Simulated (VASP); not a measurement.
A run of VASP 6.6.1 is set up as follows.

The input INCAR:

```
SYSTEM = SrTiO3
PREC = Accurate ; ENCUT = 600
EDIFF = 1E-8 ; ISMEAR = 0
SIGMA = 0.01 ; LREAL = .False.
LASPH = .True. ; NELM = 120
ALGO = Normal ; ISIF = 2
LWAVE = .False. ; LCHARG = .False.
IBRION = 8 ; NSW = 1
GGA_COMPAT = .False.
```

KPOINTS

```
Automatic mesh
0
Gamma
  6 6 6
  0 0 0
```

POSCAR

```
SrTiO3
1.0
    3.8417615885      0.0000000000      0.0000000000
    0.0000000000      3.8417615885      0.0000000000
    0.0000000000      0.0000000000      3.8417615885
Sr Ti O
1 1 3
Direct
    0.5000000000      0.5000000000      0.5000000000
    0.0000000000      0.0000000000      0.0000000000
    0.5000000000      0.0000000000      0.0000000000
    0.0000000000      0.5000000000      0.0000000000
    0.0000000000      0.0000000000      0.5000000000
```

Potentials or basis: VASP PAW LDA potentials, release 64 (Sr_sv, Ti_sv, O).

Launch:

```sh
$ cat potpaw_LDA.64/Sr_sv/POTCAR potpaw_LDA.64/Ti_sv/POTCAR potpaw_LDA.64/O/POTCAR > POTCAR
$ mpirun -np 1 vasp_std > vasp.out
```

Problem. Predict the highest phonon frequency at Γ, LO-TO splitting left out.

Solution. 578 cm⁻¹.

Phonon frequencies in cm⁻¹ (negative: imaginary):
```tsv
q point	frequencies
(0.000, 0.000, 0.000)	-3 -3 -3 82 82 82 179 179 179 224 224 224 578 578 578
```

Caveat: the cell stands under pressure or tension, which shifts response properties.
